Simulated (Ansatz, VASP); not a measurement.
## Two plane-wave programs on BN

```
B N
1.0
    -1.25306   -2.17036    0.00000
     1.25306   -2.17036    0.00000
     0.00000    0.00000    9.58465
B N
3 3
Direct
  0.00000 0.00000 0.51580
  0.33333 0.33333 0.85957
  0.66667 0.66667 0.17204
  0.00000 0.00000 0.85926
  0.33333 0.33333 0.17173
  0.66667 0.66667 0.51550
```

Alike in both runs: task single point; functional PBE; dispersion D3(BJ); k mesh 10 × 10 × 3; occupations gaussian, width 0.05 eV; no spin polarisation.

|  | VASP | Ansatz |
| --- | --- | --- |
| version | VASP 6.6.1 | Ansatz 0.2.0 |
| potentials or method | VASP PAW PBE potentials, release 64 (B, N), cutoff 520 eV | scalar-relativistic, plane waves, PAW |
| valence electrons in the cell | 24 | 24 |

Ansatz gave:

* gap on the k mesh at the Fermi level (eV): 4.07
* least direct gap on the mesh (eV): 4.64
* pressure (GPa): 0.4
* traceless stress, the component that is largest in VASP (GPa): 1.07
* rms of the force components (eV/Å): 0.043

Problem. Which values does VASP return?

Solution. gap on the k mesh at the Fermi level (eV): 4.06; least direct gap on the mesh (eV): 4.64; pressure (GPa): 0.5; traceless stress, the component that is largest in VASP (GPa): 0.86; rms of the force components (eV/Å): 0.043.

Atom by atom the forces differ by 0.000 eV/Å (rms over components).
